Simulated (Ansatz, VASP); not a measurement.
**Sn: VASP beside Ansatz**

INCAR

```
SYSTEM = Sn
PREC     = Accurate       ! precision mode
ENCUT    = 520            ! plane-wave cutoff, eV
EDIFF    = 1E-6           ! SCF threshold, eV
ISMEAR   = 0              ! smearing method
SIGMA    = 0.15           ! smearing width, eV
LREAL    = .FALSE.        ! projectors in reciprocal space
LASPH    = .TRUE.         ! aspherical terms in the spheres
NELM     = 100            ! most SCF steps
ALGO     = Fast           ! electronic algorithm
ISIF     = 2              ! what is computed and relaxed
LWAVE    = .FALSE.        ! write WAVECAR
LCHARG   = .FALSE.        ! write CHGCAR
GGA      = PE             ! functional
NBANDS   = 21             ! bands
```

KPOINTS

```
Automatic mesh
0
G
  14 14 14
  0 0 0
```

POSCAR

```
Sn
1.0
    0.0000000000      3.4262734383      2.9123324225
    3.4262734383      0.0000000000      2.9123324225
    3.4262734383      3.4262734383      0.0000000000
Sn
2
Direct
    0.5000000000      0.5000000000      0.5000000000
    0.7500000000      0.7500000000      0.7500000000
```

Input for Ansatz:

```yaml
crystal:
  lattice:
    - [0.0, 3.4262734383, 2.9123324225]
    - [3.4262734383, 0.0, 2.9123324225]
    - [3.4262734383, 3.4262734383, 0.0]
  atoms:
    - { symbol: Sn, position: [0.5, 0.5, 0.5] }
    - { symbol: Sn, position: [0.75, 0.75, 0.75] }
basis:
  ecutwfc: 420
kpoints:
  mp_grid: { grid: [14, 14, 14] }
hamiltonian:
  xc: pbe
scf:
  occupations: { method: gaussian, width: 0.15 }
output:
  forces: true
  stress: true
  eigenvalues: true
```

Alike in both runs: task single point; functional PBE; k mesh 14 × 14 × 14; occupations gaussian, width 0.15 eV; no spin polarisation.

|  | VASP | Ansatz |
| --- | --- | --- |
| version | VASP 6.6.1 | Ansatz 0.2.0 |
| potentials or method | VASP PAW PBE potentials, release 64 (Sn_d), cutoff 520 eV | scalar-relativistic, plane waves, PAW |
| valence electrons in the cell | 28 | 28 |

|  | VASP | Ansatz | Ansatz less VASP |
| --- | --- | --- | --- |
| gap on the k mesh at the Fermi level (eV) | none | none | - |
| pressure (GPa) | 2.8 | 2.8 | +0.07 |
| traceless stress, the component that is largest in VASP (GPa) | 2.03 | 2.03 | +0.003 |

A gap of «none» marks a metal or a gap that the smearing closes.
